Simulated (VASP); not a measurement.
## Ru: single point with PBE

Ru:

```
CELL_PARAMETERS angstrom
4.44622 0.00000 0.00000
0.00000 4.83270 0.00000
-1.99437 0.00000 4.39657
ATOMIC_POSITIONS crystal
Ru 0.00000 0.00000 0.00000
Ru 0.00000 0.50000 0.50000
Ru 0.42500 0.36000 0.26500
Ru 0.57500 0.86000 0.23500
Ru 0.57500 0.64000 0.73500
Ru 0.42500 0.14000 0.76500
```

```yaml
Program: VASP 6.6.1
Task: single point
Functional: PBE
Potentials_or_basis: VASP PAW PBE potentials, release 64 (Ru_pv)
Cutoff: 520 eV
k_mesh: 4 × 4 × 4
Occupations: gaussian, width 0.1 eV
Spin: no spin polarisation
```

```
Pressure               : 9.8 GPa
Largest force          : 1.886 eV/Å
Band gap on the k mesh : zero (band 42 reaches 10.54 eV, above the bottom of band 43 at 10.16 eV)
```

Forces on the atoms (eV/Å):
```
Ru   0.000  0.000  0.000
Ru   0.000  0.000  0.000
Ru  -1.313  0.233 -1.334
Ru   1.313  0.233  1.334
Ru   1.313 -0.233  1.334
Ru  -1.313 -0.233 -1.334
```

Stress tensor (GPa, compression positive):
```
18.44  0.00  9.11
 0.00 11.86  0.00
 9.11  0.00 -0.92
```

Levels at points of the mesh, in eV from the Fermi level:
```tsv
k point	band 39	band 40	band 41	band 42	band 43	band 44	band 45	band 46
(0.00, 0.00, 0.00)	-1.26	-0.79	-0.53	-0.28	-0.26	0.04	0.63	0.80
(0.50, 0.00, 0.00)	-1.17	-0.98	-0.34	-0.12	0.13	0.20	0.89	1.01
(0.00, 0.50, 0.00)	-0.60	-0.60	-0.26	-0.26	-0.05	-0.05	0.40	0.40
(0.50, 0.50, 0.00)	-0.58	-0.58	-0.16	-0.16	0.11	0.11	0.80	0.80
(0.00, 0.00, 0.50)	-0.71	-0.71	0.13	0.13	0.39	0.39	0.71	0.71
(0.50, 0.00, 0.50)	-0.16	-0.16	-0.01	-0.01	0.37	0.37	0.82	0.82
(0.00, 0.50, 0.50)	-0.65	-0.65	-0.29	-0.29	-0.04	-0.04	0.88	0.88
(0.50, 0.50, 0.50)	-0.23	-0.23	0.03	0.03	0.54	0.54	0.95	0.95
```

Run time: 91 s on 1 thread of AMD EPYC 9R45 96-Core Processor (Zen 5), with other jobs on the host, peak memory 0.23 GiB.

Caveat: the k points lie up to 0.39 Å⁻¹ apart; forces of over 1 eV/Å act on the atoms, so gaps and moduli don't describe the material at rest.
